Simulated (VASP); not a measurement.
Wanted: the native input for a VASP 6.6.1 run.

```yaml
Task: relaxation of cell and atoms
Functional: PBE
Potentials_or_basis: VASP PAW PBE potentials, release 64 (In_d, P)
Cutoff: 600 eV
k_mesh: 10 × 10 × 10
Occupations: gaussian, width 0.02 eV
Spin: no spin polarisation
Dipole_correction: no
Further_INCAR_settings: ALGO = Normal; EDIFF = 1e-06; IBRION = 2; EDIFFG = -0.005; NSW = 100; ISIF = 3
```

The structure of InP lies in POSCAR:

```
InP
1.0
    0.0000000000      2.9519763900      2.9519763900
    2.9519763900      0.0000000000      2.9519763900
    2.9519763900      2.9519763900      0.0000000000
In P
1 1
Direct
    0.0000000000      0.0000000000      0.0000000000
    0.7500000000      0.7500000000      0.7500000000
```

The input as run:

INCAR

```
ALGO = Normal
EDIFF = 1E-6
EDIFFG = -0.005
ENCUT = 600
GGA = PE
IBRION = 2
ISIF = 3
ISMEAR = 0
LASPH = T
LCHARG = F
LREAL = F
LWAVE = F
NELM = 80
NSW = 100
PREC = Accurate
SIGMA = 0.02
```

KPOINTS

```
k-points
0
Gamma
  10 10 10
```

Potentials or basis: VASP PAW PBE potentials, release 64 (In_d, P).

Command:

```console
$ cat potpaw_PBE.64/In_d/POTCAR potpaw_PBE.64/P/POTCAR > POTCAR
$ mpirun -np 1 vasp_std > vasp.out
```

It gave:

```yaml
Relaxed_volume: 26.45 Å³/atom
Relaxed_cell: a = 4.213 Å, b = 4.213 Å, c = 4.213 Å, α = 60.00°, β = 60.00°, γ = 60.00°
Space_group_after_relaxing_to_0.05_Å: F-43m (No. 216)
Energy_gained_by_relaxing: 3.9 meV/atom
Ionic_steps: 3
Pressure_after_relaxing: 0.0 GPa
Band_gap_on_the_k_mesh: 0.44 eV, direct
```

Caveat: spin-orbit coupling is left out, which moves the levels of the heavy elements.

It took 39 s on 1 thread of Intel(R) Xeon(R) 6975P-C (Granite Rapids), on a shared host, peak memory 0.23 GiB.
